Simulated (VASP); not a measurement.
Here is a VASP 6.6.1 calculation.

File INCAR:

```
SYSTEM = GaCuSe2
ALGO = Normal
EDIFF = 1E-7
ENCUT = 520
GGA = PS
ISIF = 2
ISMEAR = -1
LASPH = .TRUE.
LCHARG = .TRUE.
LELF = .TRUE.
LREAL = .FALSE.
LVHAR = .TRUE.
LWAVE = .FALSE.
NBANDS = 46
NELM = 80
PREC = Accurate
SIGMA = 0.02
```

File KPOINTS:

```
k-points
0
G
  6 6 6
  0 0 0
```

POSCAR

```
GaCuSe2
1.0
   -2.7850975028      2.7850975028      5.5356019997
    2.7850975028     -2.7850975028      5.5356019997
    2.7850975028      2.7850975028     -5.5356019997
Ga Cu Se
2 2 4
Direct
    0.5000000000      0.5000000000      0.0000000000
    0.2500000000      0.7500000000      0.5000000000
    0.0000000000      0.0000000000      0.0000000000
    0.7500000000      0.2500000000      0.5000000000
    0.3750000000      0.3668635760      0.4918635760
    0.6331364240      0.1250000000      1.0081364240
    0.8750000000      0.8831364240      0.5081364240
    0.1168635760      0.6250000000     -0.0081364240
```

Potentials or basis: VASP PAW PBE potentials, release 64 (Ga_d, Cu, Se).

Run with:

```sh
$ cat potpaw_PBE.64/Ga_d/POTCAR potpaw_PBE.64/Cu/POTCAR potpaw_PBE.64/Se/POTCAR > POTCAR
$ mpirun -np 1 vasp_std > vasp.out
```

Predict the band gap on the k mesh.

0.14 eV.

Predict the largest force.

0.022 eV/Å.

Forces on the atoms (eV/Å):
```
Ga   0.000  0.000  0.000
Ga   0.000  0.000  0.000
Cu   0.000  0.000  0.000
Cu   0.000  0.000  0.000
Se   0.022  0.000  0.000
Se   0.000 -0.022  0.000
Se  -0.022  0.000  0.000
Se   0.000  0.022  0.000
```

Caveat: semilocal functionals underestimate gaps, and a narrow one can read as zero; the PAW data sets were made with another functional, which shifts forces and pressure a little.

**Experimental background.**

“Growth and anisotropy of transport properties of CuGaSe2 single crystals”, 2018, pmc:6251020 reports, for a bulk crystal of GaCuSe2: band gap 1.7 eV.

Against the measured gap of GaCuSe2, 1.7 eV (“Growth and anisotropy of transport properties of CuGaSe2 single crystals”, 2018, pmc:6251020), the calculated 0.14 eV is off by -1.55 eV. So large a miss can be the level of theory's own, or it may mean another phase, state or a wrong row. 2 values of this kind are on record in papers (1.7 to 1.72 eV); this one was drawn at random among those near their median. Spin-orbit coupling on Ga, Se is left out. The value is that of PBEsol, without temperature or zero-point motion. Semilocal functionals fall short of measured gaps as a rule.
